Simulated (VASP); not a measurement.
## BAs: single point with PBE

BAs:

```
CELL_PARAMETERS angstrom
0.00000 2.39187 2.39187
2.39187 0.00000 2.39187
2.39187 2.39187 0.00000
ATOMIC_POSITIONS crystal
B 0.00000 0.00000 0.00000
As 0.25000 0.25000 0.25000
```

```
Program             : VASP 6.6.1
Task                : single point
Functional          : PBE
Potentials or basis : VASP PAW PBE potentials, release 64 (B, As)
Cutoff              : 520 eV
k mesh              : 6 × 6 × 6
Occupations         : gaussian, width 0.01 eV
Spin                : no spin polarisation
```

```yaml
Pressure: 2.9 GPa
Band_gap_on_the_k_mesh: 1.28 eV, indirect (least direct gap 3.27 eV)
```

Levels at points of the mesh, in eV from the valence-band top:
```csv
k point,band 1,band 2,band 3,band 4,band 5,band 6,band 7,band 8,band 9
"(0.00, 0.00, 0.00)",-15.36,0.00,0.00,0.00,3.27,3.27,3.27,4.63,9.56
"(0.50, 0.00, 0.00)",-12.51,-8.76,-1.82,-1.82,2.67,4.77,4.77,8.86,12.68
"(0.50, 0.50, 0.00)",-11.20,-8.51,-4.06,-4.06,1.43,1.44,11.33,11.33,12.83
```

Run time: 7.2 s on 1 thread of Intel Xeon 8259CL, on a shared host, peak memory 0.15 GiB.

A k mesh can miss the band edges.
